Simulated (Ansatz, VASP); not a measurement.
AlAs3: VASP beside Ansatz

```
CELL_PARAMETERS angstrom
5.29072 0.00000 0.00000
-2.64536 4.58190 0.00000
0.00000 0.00000 7.27520
ATOMIC_POSITIONS crystal
Al 0.66667 0.33333 0.25000
Al 0.33333 0.66667 0.75000
As 0.27358 0.27358 0.00000
As 0.72642 0.72642 0.50000
As 0.27358 0.00000 0.50000
As 0.00000 0.72642 0.00000
As 0.72642 0.00000 0.00000
As 0.00000 0.27358 0.50000
```

Change from the starting cell: species swapped into the PI3 type (P6_3, No. 173).

Alike in both runs: functional PBE; k mesh 6 × 6 × 2; occupations gaussian, width 0.1 eV; no spin polarisation.

Ansatz relaxed the structure, and its values are those at the end. VASP's run is a single point on that final structure, the one shown.

|  | VASP | Ansatz |
| --- | --- | --- |
| version | VASP 6.6.1 | Ansatz 0.2.0 |
| potentials or method | VASP PAW PBE potentials, release 64 (Al, As), cutoff 520 eV | scalar-relativistic, plane waves, PAW |
| valence electrons in the cell | 36 | 96 |

|  | VASP | Ansatz | Ansatz less VASP |
| --- | --- | --- | --- |
| gap on the k mesh at the Fermi level (eV) | none | none | - |
| pressure (GPa) | -0.1 | -0.3 | -0.19 |
| rms of the force components (eV/Å) | 0.010 | 0.012 | +0.0017 |

A gap of «none» marks a metal or a gap that the smearing closes. With one functional, cell and mesh, what is left measures potentials, basis and numerics. VASP's potentials hold 36 valence electrons a cell and Ansatz's 96, so a difference there can come from the potentials and not from the codes.

The k mesh is coarse, so the values compare programs but aren't converged.
